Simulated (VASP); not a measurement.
# EuSb: single point with r2SCAN

The system is EuSb.

```
CELL_PARAMETERS angstrom
4.23271 0.00000 0.00000
-2.11636 3.66563 0.00000
0.00000 0.00000 4.40239
ATOMIC_POSITIONS crystal
Eu 0.00000 0.00000 0.00000
Sb 0.66667 0.33333 0.50000
```

- Program: VASP 6.6.1
- Task: single point
- Functional: r2SCAN
- Potentials or basis: VASP PAW PBE potentials, release 64 (Eu, Sb)
- Cutoff: 520 eV
- k mesh: 10 × 10 × 8
- Occupations: gaussian, width 0.05 eV
- Spin: collinear spin, ferromagnetic start
- Starting moments: [0.5, 0.0] μB

```
Pressure                                              : -0.2 GPa
Net moment                                            : 6.70 μB per cell
Site moments                                          : Eu +6.43; Sb -0.08 μB
Valence electrons inside the program's atomic spheres : Eu 14.75; Sb 2.49
```

Stress tensor (GPa, compression positive):
```
-0.14  0.00  0.00
 0.00 -0.14  0.00
 0.00  0.00 -0.30
```

Levels at points of the mesh, in eV from the Fermi level:
Spin up:
```csv
k point,band 11,band 12,band 13,band 14,band 15,band 16,band 17,band 18
"(0.00, 0.00, 0.00)",-0.36,-0.24,0.25,0.25,0.32,0.37,3.89,4.04
"(0.50, 0.00, 0.00)",-0.33,-0.32,-0.32,-0.16,0.66,0.81,3.51,4.76
"(0.00, 0.00, 0.50)",-0.27,-0.27,-0.24,0.88,0.88,2.39,2.39,3.92
"(0.50, 0.00, 0.50)",-0.32,-0.30,-0.30,-0.27,-0.26,1.25,4.50,4.74
```
Spin down:
```
           k point  band 5  band 6  band 7  band 8  band 9  band 10  band 11  band 12
(0.00, 0.00, 0.00)   -9.58   -0.04    0.32    0.32    0.95     3.94     5.01     5.01
(0.50, 0.00, 0.00)   -8.36   -3.13   -0.71    0.25    1.42     4.50     4.76     4.96
(0.00, 0.00, 0.50)   -8.61   -3.59    0.73    0.73    3.27     3.27     4.59     4.59
(0.50, 0.00, 0.50)   -8.31   -2.19   -2.12   -0.59    1.85     4.53     5.63     5.83
```

It took 23 min on 1 thread of Intel Xeon 8259CL, with other jobs on the host, peak memory 0.37 GiB.

Caveat: the PAW data sets were made with another functional, which shifts forces and pressure a little; spin-orbit coupling is left out, which moves the levels of the heavy elements; a cell with one magnetic atom can't hold antiferromagnetic order, which such compounds often take; semilocal functionals describe open f shells poorly, which spoils levels, moments and volumes. The state reached can hang on the start; a lower one may exist.
